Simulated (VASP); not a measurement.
A run of VASP 6.6.1 is set up as follows.

INCAR

```
ALGO = Normal
EDIFF = 1E-6
ENCUT = 520
GGA = PS
ISIF = 2
ISMEAR = 0
LASPH = True
LCHARG = False
LREAL = False
LWAVE = False
NBANDS = 26
NELM = 80
PREC = Accurate
SIGMA = 0.02
```

Contents of KPOINTS:

```
k-points
0
Gamma
  12 12 6
```

POSCAR

```
SiGe
1.0
    3.8908454009      0.0000000000      0.0000000000
   -1.9454227004      3.3695709594      0.0000000000
    0.0000000000      0.0000000000      6.5078266998
Si Ge
2 2
Direct
    0.6666666667      0.3333333333      0.8745463420
    0.3333333333      0.6666666667      0.3745463420
    0.6666666667      0.3333333333      0.5004526580
    0.3333333333      0.6666666667      0.0004526580
```

Potentials or basis: VASP PAW PBE potentials, release 64 (Si, Ge_d).

Command:

```bash
$ cat potpaw_PBE.64/Si/POTCAR potpaw_PBE.64/Ge_d/POTCAR > POTCAR
$ mpirun -np 1 vasp_std > vasp.out
```

Problem. Predict the pressure.

Solution. -0.4 GPa.

Problem. Estimate the largest force.

Solution. 0.115 eV/Å.

Problem. Estimate the band gap on the k mesh.

Solution. 0.37 eV (least direct gap 0.52 eV).

Forces on the atoms (eV/Å):
```
Si   0.000  0.000 -0.115
Si   0.000  0.000 -0.115
Ge   0.000  0.000  0.115
Ge   0.000  0.000  0.115
```

Caveat: the cell differs from its parent crystal (uniaxial strain along c: +1.0 %); semilocal functionals underestimate gaps, and a narrow one can read as zero; the PAW data sets were made with another functional, which shifts forces and pressure a little. A k mesh can miss the band edges.
